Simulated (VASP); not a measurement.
Runs of VASP 6.6.1 on Mg. The structure is that of space group Im-3m (No. 229), or close to it. The cells are those of the table. 

```tsv
task	cell	k mesh	cutoff (eV)	smearing	gap on the mesh (eV)	pressure (GPa)
single point	a = 2.547 Å, angles 109.5°, 1 atom	10 × 10 × 10	520	gaussian 0.1 eV	none	58.7
relaxation of cell and atoms	relaxed to 58 GPa from a = 2.547 Å, angles 109.5°, 1 atom	20 × 20 × 20	600	fermi-dirac 0.1 eV	none	58.0
relaxation of cell and atoms	relaxed to 58 GPa from a = 2.557 Å, angles 109.5°, 1 atom	10 × 10 × 10	600	gaussian 0.1 eV	none	58.0
single point	a = 2.548 Å, angles 109.5°, 1 atom	20 × 20 × 20	520	fermi-dirac 0.1 eV	none	(a)
```

Alike in all rows: level LDA; potentials or basis VASP PAW LDA potentials, release 64 (Mg); no spin polarisation.

Question: Fill in the values left out.

Answer: (a) 58.5.

Caveats: the cell is relaxed towards a set pressure, so the enthalpy falls and the energy may rise (some runs).

A gap of «none» marks levels without a gap at the run's occupations.
